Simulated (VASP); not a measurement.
Runs of VASP 6.6.1 on Nb. The structure is that of space group Fm-3m (No. 225), or close to it. The cells are those of the table. 

```csv
cell,gap on the mesh (eV),pressure (GPa)
"a = 2.991, b = 3.029, c = 3.029 Å, angles 59.2, 60.4, 60.4°, 1 atom",none,(a)
"a = 2.991, b = 3.067, c = 3.067 Å, angles 58.4, 60.8, 60.8°, 1 atom",none,-14.2
"a = 2.991, b = 3.105, c = 3.105 Å, angles 57.6, 61.2, 61.2°, 1 atom",none,-17.2
"a = 2.991, b = 2.954, c = 2.954 Å, angles 60.8, 59.6, 59.6°, 1 atom",none,-3.4
```

Alike in all rows: task single point; level PBEsol; potentials or basis VASP PAW PBE potentials, release 64 (Nb_sv); no spin polarisation; k mesh 20 × 20 × 20; cutoff (eV) 500; smearing gaussian 0.15 eV.

Question: Fill in the values left out.

Answer: (a) -10.8.

Caveats: the cell stands under tension; the PAW data sets were made with another functional, which shifts forces and pressure a little.

A k mesh can miss the band edges, and the runs leave out spin-orbit coupling on Nb.

A gap of «none» marks levels without a gap at the run's occupations.
